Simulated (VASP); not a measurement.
# C (Fd-3m) in VASP: a series of runs

C is run at these levels: PBEsol; tasks: single point.

Program: VASP 6.6.1. These are calculated values, not measurements. Logs are shortened: lines on timing, memory, paths and dates and some standing lists are left out, and cuts for length are marked.

### Step 1. The cell of the first run

It takes space group Fd-3m (No. 227, cubic). The conventional cell has a = 3.554 Å, b = 3.554 Å, c = 3.554 Å, α = 90.00°, β = 90.00°, γ = 90.00°. C (site symmetry -43m) has 4 C at 1.54 Å within 2.1 Å.

### Step 2. Single point, PBEsol

Contents of INCAR:

```
SYSTEM = C
  ALGO = Normal
  EDIFF = 1E-6
  ENCUT = 1300
  GGA = PS
  GGA_COMPAT = .False.
  ISIF = 2
  ISMEAR = -1
  LASPH = .True.
  LCHARG = .True.
  LELF = .True.
  LREAL = .False.
  LVHAR = .True.
  LWAVE = .False.
  NBANDS = 11
  NELM = 120
  PREC = Accurate
  SIGMA = 0.05
```

Contents of KPOINTS:

```
k-points
0
Gamma
  8 8 8
  0 0 0
```

Contents of POSCAR:

```
C
1.0
    0.0000000000      1.7769231177      1.7769231177
    1.7769231177      0.0000000000      1.7769231177
    1.7769231177      1.7769231177      0.0000000000
C
2
Direct
    0.5000000000      0.5000000000      0.5000000000
    0.7500000000      0.7500000000      0.7500000000
```

Potentials or basis: VASP PAW PBE potentials, release 64 (C_h).

Run with:

```sh
cat potpaw_PBE.64/C_h/POTCAR > POTCAR
mpirun -np 1 vasp_std > vasp.out
```

OUTCAR:

```text
SYSTEM = C
   EDIFF = 1E-6
   ENCUT = 1300
   GGA = PS
   ISIF = 2
   ISMEAR = -1
   LASPH = .True.
   LREAL = .False.
   NELM = 120
   PREC = Accurate

 ion  position               nearest neighbor table
   1  0.500  0.500  0.500-
   2  0.750  0.750  0.750-

  LATTYP: Found a face centered cubic cell.
 ALAT       =     3.5538462354

  Lattice vectors:

 A1 = (   0.0000000000,   1.7769231177,   1.7769231177)
 A2 = (   1.7769231177,   0.0000000000,   1.7769231177)
 A3 = (   1.7769231177,   1.7769231177,   0.0000000000)

Analysis of symmetry for initial positions (statically):
=====================================================================
 Subroutine PRICEL returns:
 Original cell was already a primitive cell.

 Routine SETGRP: Setting up the symmetry group for a
 face centered cubic supercell.

 Subroutine GETGRP returns: Found 48 space group operations
 (whereof 24 operations were pure point group operations)
 out of a pool of 48 trial point group operations.

The static configuration has the point symmetry T_d .
 The point group associated with its full space group is O_h .

Analysis of symmetry for dynamics (positions and initial velocities):
=====================================================================
 Subroutine PRICEL returns:
 Original cell was already a primitive cell.

 Routine SETGRP: Setting up the symmetry group for a
 face centered cubic supercell.

 Subroutine GETGRP returns: Found 48 space group operations
 (whereof 24 operations were pure point group operations)
 out of a pool of 48 trial point group operations.

The dynamic configuration has the point symmetry T_d .
 The point group associated with its full space group is O_h .

 Subroutine INISYM returns: Found 48 space group operations
 (whereof 24 operations are pure point group operations),
 and found     1 'primitive' translations

----------------------------------------------------------------------------------------

                                     Primitive cell

  volume of cell :      11.2211

  direct lattice vectors                    reciprocal lattice vectors
     0.000000000  1.776923118  1.776923118    -0.281385275  0.281385275  0.281385275
     1.776923118  0.000000000  1.776923118     0.281385275 -0.281385275  0.281385275
     1.776923118  1.776923118  0.000000000     0.281385275  0.281385275 -0.281385275

  length of vectors
     2.512948772  2.512948772  2.512948772     0.487373593  0.487373593  0.487373593

  position of ions in fractional coordinates (direct lattice)
     0.500000000  0.500000000  0.500000000
     0.750000000  0.750000000  0.750000000

  ion indices of the primitive-cell ions
   primitive index   ion index
                 1           1
                 2           2

----------------------------------------------------------------------------------------

 KPOINTS: k-points

Automatic generation of k-mesh.
 Grid dimensions read from file:
 generate k-points for:    8    8    8

 Generating k-lattice:

  Cartesian coordinates                     Fractional coordinates (reciprocal lattice)
    -0.035173159  0.035173159  0.035173159     0.125000000  0.000000000  0.000000000
     0.035173159 -0.035173159  0.035173159     0.000000000  0.125000000  0.000000000
     0.035173159  0.035173159 -0.035173159     0.000000000  0.000000000  0.125000000

  Length of vectors
     0.060921699  0.060921699  0.060921699

  Shift w.r.t. Gamma in fractional coordinates (k-lattice)
     0.000000000  0.000000000  0.000000000

 Subroutine IBZKPT returns following result:
 ===========================================

 Found     29 irreducible k-points:

 Following reciprocal coordinates:
            Coordinates               Weight
  0.000000  0.000000  0.000000      1.000000
  0.125000  0.000000  0.000000      8.000000
  0.250000  0.000000  0.000000      8.000000
  0.375000  0.000000  0.000000      8.000000
  0.500000  0.000000  0.000000      4.000000
  0.125000  0.125000  0.000000      6.000000
[... 16 lines left out ...]
  0.500000  0.250000  0.125000     48.000000
 -0.375000  0.250000  0.125000     24.000000
 [... further k-points ...]
   k-points           NKPTS =     29   k-points in BZ     NKDIM =     29   number of bands    NBANDS=     11
   number of dos      NEDOS =    301   number of ions     NIONS =      2
   total plane-waves  NPLWV =  27000
   dimension x,y,z NGX =    30 NGY =   30 NGZ =   30
   dimension x,y,z NGXF=    60 NGYF=   60 NGZF=   60
   ions per type =               2
   NGX,Y,Z   is equivalent  to a cutoff of  19.85, 19.85, 19.85 a.u.
   NGXF,Y,Z  is equivalent  to a cutoff of  39.69, 39.69, 39.69 a.u.
 SYSTEM =  C
   PREC   = accura    normal or accurate (medium, high low for compatibility)
   ISTART =      0    job   : 0-new  1-cont  2-samecut
   ICHARG =      2    charge: 1-file 2-atom 10-const
   ISPIN  =      1    spin polarized calculation?
   LNONCOLLINEAR =      F non collinear calculations
   LSORBIT =      F    spin-orbit coupling
   LASPH  =      T    aspherical Exc in radial PAW
   ENCUT  = 1300.0 eV  95.55 Ry    9.77 a.u.   7.39  7.39  7.39*2*pi/ulx,y,z
   NELM   =    120;   NELMIN=  2; NELMDL= -5     # of ELM steps
   EDIFF  = 0.1E-05   stopping-criterion for ELM
   LREAL  =      F    real-space projection
   EDIFFG = 0.1E-04   stopping-criterion for IOM
   NSW    =      0    number of steps for IOM
   IBRION =     -1    ionic relax: 0-MD 1-quasi-New 2-CG
   NFREE  =      0    steps in history (QN), initial steepest desc. (CG)
   ISIF   =      2    stress and relaxation
   ISYM   =      2    0-nonsym 1-usesym 2-fastsym
   POTIM  = 0.5000    time-step for ionic-motion
   TEBEG  =    0.0;   TEEND  =   0.0 temperature during run
   PSTRESS=    0.0 pullay stress
   NELECT =       8.0000    total number of electrons
   NUPDOWN=      -1.0000    fix difference up-down
   EMIN   =  10.00;   EMAX   =-10.00  energy-range for DOS
   EFERMI =   0.00;   METHOD = LEGACY
   ISMEAR =    -1;   SIGMA  =   0.05  broadening in eV -4-tet -1-fermi 0-gaus
   EFERMI_NEDOS =   21; number of points for ismear=-14 and -15
   IALGO  =     38    algorithm
   IMIX   =      4    mixing-type and parameters
     AMIX     =   0.40;   BMIX     =  1.00
     AMIX_MAG =   1.60;   BMIX_MAG =  1.00
  volume/ion in A,a.u.               =       5.61        37.86
  Fermi-wavevector in a.u.,A,eV,Ry     =   1.462490  2.763705 29.101182  2.138877
  Thomas-Fermi vector in A             =   2.578697
   LORBIT       =      0    0 simple, 1 ext, 2 COOP (PROOUT), +10 PAW based schemes
   GGA     = PS    functional components
   LHFCALC =     F    Hartree Fock is set to
   AEXX    =    0.0000 exact exchange contribution
   IVDW    =     0    specifies the selected vdW correction
   LEPSILON=     F    determine dielectric tensor
   LRPA    =     F    only Hartree local field effects (RPA)
 non-spin polarized calculation
  energy-cutoff  :     1300.00
  volume of cell :       11.22
 maximum number of plane-waves:      1243
 NGX is ok and might be reduce to    30
   NGX = 15   NGY = 15   NGZ = 15

 number of electron       8.0000000 magnetization

 Free energy of the ion-electron system (eV)
  ---------------------------------------------------
  ext. energy  EPLUGINS =         0.00000000
  ---------------------------------------------------
  free energy    TOTEN  =       -19.27644930 eV

  energy without entropy =      -19.27644930  energy(sigma->0) =      -19.27644930

 E-fermi :  12.0212     XC(G=0): -13.6281

 val. band max:       11.0893558158   @ k =   0.0000   0.0000   0.0000
 cond. band min:      15.1223447215   @ k =   0.3750   0.3750   0.0000
 fundamental gap:      4.0329889057
 Fermi energy:        12.0211727788

 k-point     1 :       0.0000    0.0000    0.0000
  band No.  band energies     occupation
      1     -10.5761      2.00000
      2      11.0894      2.00000
      3      11.0894      2.00000
      4      11.0894      2.00000
      5      16.6639      0.00000
      6      16.6639      0.00000
      7      16.6639      0.00000
      8      24.7118      0.00000
      9      30.1926      0.00000
     10      37.6449      0.00000
     11      37.6449      0.00000

 k-point     2 :       0.1250    0.0000    0.0000
  band No.  band energies     occupation
      1     -10.1397      2.00000
      2       8.6412      2.00000
      3      10.4247      2.00000
      4      10.4247      2.00000
      5      17.5366      0.00000
      6      17.5366      0.00000
      7      17.9810      0.00000
      8      25.0359      0.00000
      9      30.8567      0.00000
     10      34.4713      0.00000
     11      34.4713      0.00000

 k-point     3 :       0.2500    0.0000    0.0000
  band No.  band energies     occupation
      1      -8.8427      2.00000
      2       4.4175      2.00000
      3       9.3165      2.00000
      4       9.3165      2.00000
      5      18.8842      0.00000
      6      18.8842      0.00000
      7      19.3074      0.00000
      8      25.8435      0.00000
      9      31.6528      0.00000
     10      33.3832      0.00000
     11      33.3832      0.00000

 k-point     4 :       0.3750    0.0000    0.0000
  band No.  band energies     occupation
      1      -6.7480      2.00000
      2       0.2851      2.00000
      3       8.5268      2.00000
      4       8.5268      2.00000
      5      19.4605      0.00000
      6      19.4605      0.00000
      7      19.9099      0.00000
      8      26.5135      0.00000
      9      32.1553      0.00000
     10      35.0334      0.00000
     11      35.0334      0.00000

 k-point     5 :       0.5000    0.0000    0.0000
  band No.  band energies     occupation
      1      -4.6822      2.00000
      2      -2.4940      2.00000
      3       8.2522      2.00000
      4       8.2522      2.00000
      5      19.5215      0.00000
      6      19.5215      0.00000
      7      20.0792      0.00000
      8      26.6790      0.00000
      9      32.8871      0.00000
     10      35.2763      0.00000
     11      37.0025      0.00000
[... 211 lines left out ...]
 k-point    21 :       0.5000    0.5000    0.0000
  band No.  band energies     occupation
      1      -1.7613      2.00000
      2      -1.7613      2.00000
      3       4.6890      2.00000
      4       4.6890      2.00000
      5      15.7165      0.00000
      6      15.7165      0.00000
      7      28.0409      0.00000
      8      28.0409      0.00000
      9      34.3645      0.00000
     10      34.3645      0.00000
     11      43.4011      0.00000

 k-point    22 :       0.3750    0.2500    0.1250
  band No.  band energies     occupation
      1      -7.7047      2.00000
      2       4.5360      2.00000
      3       5.4878      2.00000
      4       8.1638      2.00000
      5      17.6359      0.00000
      6      21.1502      0.00000
      7      22.7285      0.00000
      8      22.8374      0.00000
      9      31.8124      0.00000
     10      32.5559      0.00000
     11      36.7329      0.00000

 k-point    23 :       0.5000    0.2500    0.1250
  band No.  band energies     occupation
      1      -5.6500      2.00000
      2       1.1389      2.00000
      3       4.7275      2.00000
      4       6.9393      2.00000
      5      19.0102      0.00000
      6      20.7169      0.00000
      7      23.5818      0.00000
      8      24.4703      0.00000
      9      31.1741      0.00000
     10      33.4442      0.00000
     11      37.1902      0.00000

 k-point    24 :      -0.3750    0.2500    0.1250
  band No.  band energies     occupation
      1      -3.6643      2.00000
      2      -1.4539      2.00000
      3       4.7043      2.00000
      4       6.3144      2.00000
      5      19.2873      0.00000
      6      20.5810      0.00000
      7      24.2849      0.00000
      8      26.0123      0.00000
      9      29.2712      0.00000
     10      35.0626      0.00000
     11      37.3886      0.00000

 [... further k-points ...]

------------------------ aborting loop because EDIFF is reached ----------------------------------------

  FORCE on cell =-STRESS in cart. coord.  units (eV):
  Direction    XX          YY          ZZ          XY          YZ          ZX
  --------------------------------------------------------------------------------------
  -------------------------------------------------------------------------------------
  Total        0.0084614      0.0084614      0.0084614      0.0000000     -0.0000000      0.0000000
  in kB        1.2081378      1.2081378      1.2081378      0.0000000     -0.0000000      0.0000000
  external PRESSURE =       1.2081378 kB  Pullay stress =       0.0000000 kB

 VOLUME and BASIS-vectors are now :
 -----------------------------------------------------------------------------
  energy-cutoff  :     1300.00
  volume of cell :       11.22
      direct lattice vectors                 reciprocal lattice vectors
     0.000000000  1.776923118  1.776923118    -0.281385275  0.281385275  0.281385275
     1.776923118  0.000000000  1.776923118     0.281385275 -0.281385275  0.281385275
     1.776923118  1.776923118  0.000000000     0.281385275  0.281385275 -0.281385275

 POSITION                                       TOTAL-FORCE (eV/Angst)
 -----------------------------------------------------------------------------------
      1.77692      1.77692      1.77692        -0.000000     -0.000000     -0.000000
      2.66538      2.66538      2.66538         0.000000      0.000000      0.000000
 -----------------------------------------------------------------------------------
    total drift:                                0.000000     -0.000000     -0.000000

  FREE ENERGIE OF THE ION-ELECTRON SYSTEM (eV)
  ---------------------------------------------------
  free  energy   TOTEN  =       -19.2764493028 eV

  energy  without entropy=      -19.2764493027  energy(sigma->0) =      -19.27644930
```

Wall time 8.9 s (1 thread of AMD EPYC 9R45 (Zen 5), shared host); peak memory 0.13 GiB.

What came out:

```
Free energy            : -19.2764 eV
Pressure               : 0.1 GPa
Band gap on the k mesh : 4.03 eV (least direct gap 5.57 eV)
```

Levels at points of the mesh, in eV from the valence-band top:
```csv
k point,band 2,band 3,band 4,band 5,band 6,band 7
"(0.00, 0.00, 0.00)",0.00,0.00,0.00,5.57,5.57,5.57
"(0.50, 0.00, 0.00)",-13.58,-2.84,-2.84,8.43,8.43,8.99
"(0.50, 0.50, 0.00)",-12.85,-6.40,-6.40,4.63,4.63,16.95
```

Caveat: the PAW data sets were made with another functional, which shifts forces and pressure a little.

### Step 3. Single point, PBEsol (5.61 Å³/atom)

Contents of INCAR:

```
SYSTEM = C
PREC = Accurate ; ENCUT = 1300
EDIFF = 1E-6 ; ISMEAR = -1
SIGMA = 0.05 ; LREAL = .False.
LASPH = .True. ; NELM = 120
ALGO = Normal ; ISIF = 2
LWAVE = .False. ; LCHARG = .False.
GGA = PS ; NBANDS = 11
GGA_COMPAT = .False.
```

Contents of KPOINTS:

```
Automatic mesh
0
Gamma
  13 13 13
  0 0 0
```

POSCAR is that of step 2.

Potentials or basis: VASP PAW PBE potentials, release 64 (C_h).

Run with:

```sh
cat potpaw_PBE.64/C_h/POTCAR > POTCAR
mpirun -np 1 vasp_std > vasp.out
```

Wall time 19 s (1 thread of Intel Xeon 6975P-C (Granite Rapids), shared host); peak memory 0.17 GiB.

The run converged. Its results:

| Item | Value |
| --- | --- |
| Free energy | -19.2773 eV |
| Pressure | 0.1 GPa |
| Band gap on the k mesh | 4.04 eV (least direct gap 5.57 eV) |

Levels at points of the mesh, in eV from the valence-band top:
```tsv
k point	band 1	band 2	band 3	band 4	band 5	band 6	band 7	band 8	band 9
(0.00, 0.00, 0.00)	-21.67	0.00	0.00	0.00	5.57	5.57	5.57	13.62	19.10
```

Caveat: the PAW data sets were made with another functional, which shifts forces and pressure a little; an odd mesh through Γ misses points on the zone boundary, where band edges can lie.
